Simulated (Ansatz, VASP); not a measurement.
Ta2PtS4: VASP beside Ansatz

The input INCAR:

```
SYSTEM = Ta2PtS4
ALGO = Normal
EDIFF = 1E-7
ENCUT = 520
GGA = PE
ISIF = 2
ISMEAR = 0
ISPIN = 2
LASPH = .TRUE.
LCHARG = .TRUE.
LELF = .TRUE.
LMAXMIX = 4
LORBIT = 11
LREAL = .FALSE.
LVHAR = .TRUE.
LWAVE = .FALSE.
MAGMOM = 1 1 1 0 0 0 0
NBANDS = 41
NELM = 150
PREC = Accurate
SIGMA = 0.1
```

File KPOINTS:

```
k-points
0
G
  2 2 6
  0 0 0
```

File POSCAR:

```
Ta2PtS4
1.0
    8.1646628285      0.0000000000      0.0000000000
    0.0000000000      8.1646628285      0.0000000000
    0.0000000000      0.0000000000      3.2745495133
Ta Pt S
2 1 4
Direct
    0.5000000000      0.0000000000      0.0000000000
    0.0000000000      0.5000000000      0.0000000000
    0.5000000000      0.5000000000      0.5000000000
    0.7890245000      0.5000000000      0.5000000000
    0.2109755000      0.5000000000      0.5000000000
    0.5000000000      0.7890245000      0.5000000000
    0.5000000000      0.2109755000      0.5000000000
```

Input for Ansatz:

```yaml
crystal:
  lattice:
    - [8.1646628285, 0.0, 0.0]
    - [0.0, 8.1646628285, 0.0]
    - [0.0, 0.0, 3.2745495133]
  atoms:
    - { symbol: Ta, position: [0.5, 0.0, 0.0], spin: 1.0 }
    - { symbol: Ta, position: [0.0, 0.5, 0.0], spin: 1.0 }
    - { symbol: Pt, position: [0.5, 0.5, 0.5], spin: 1.0 }
    - { symbol: S, position: [0.7890245, 0.5, 0.5] }
    - { symbol: S, position: [0.2109755, 0.5, 0.5] }
    - { symbol: S, position: [0.5, 0.7890245, 0.5] }
    - { symbol: S, position: [0.5, 0.2109755, 0.5] }
basis:
  ecutwfc: 420
kpoints:
  mp_grid: { grid: [2, 2, 6] }
hamiltonian:
  xc: pbe
scf:
  occupations: { method: gaussian, width: 0.1 }
  lower_state_search: "off"
output:
  forces: true
  stress: true
  eigenvalues: true
  populations: true
magnetization:
  spin_polarized: true
```

Alike in both runs: task single point; functional PBE; k mesh 2 × 2 × 6; occupations gaussian, width 0.1 eV; collinear spin.

|  | VASP | Ansatz |
| --- | --- | --- |
| version | VASP 6.6.1 | Ansatz 0.2.0 |
| potentials or method | VASP PAW PBE potentials, release 64 (Ta_pv, Pt, S), cutoff 520 eV | scalar-relativistic, plane waves, PAW |
| valence electrons in the cell | 56 | 68 |

VASP gave:

```
gap on the k mesh at the Fermi level (eV)                     : none
pressure (GPa)                                                : 1.0
traceless stress, the component that is largest in VASP (GPa) : 1.46
rms of the force components (eV/Å)                            : 0.073
net moment per atom (μB)                                      : 0.34
size of the moment on the site where the two differ most (μB) : 0.78
```

**Question.** Which values does Ansatz return?

**Answer.** gap on the k mesh at the Fermi level (eV): none; pressure (GPa): 1.0; traceless stress, the component that is largest in VASP (GPa): 1.44; rms of the force components (eV/Å): 0.064; net moment per atom (μB): 0.34; size of the moment on the site where the two differ most (μB): 0.54.

Site moments also hang on the region over which each program counts them. Atom by atom the forces differ by 0.009 eV/Å (rms over components). A gap of «none» marks a metal or a gap that the smearing closes. With one functional, cell and mesh, what is left measures potentials, basis and numerics. VASP's potentials hold 56 valence electrons a cell and Ansatz's 68, so a difference there can come from the potentials and not from the codes.

The k mesh is coarse, so the values compare programs but aren't converged. Spin-orbit coupling is off throughout.
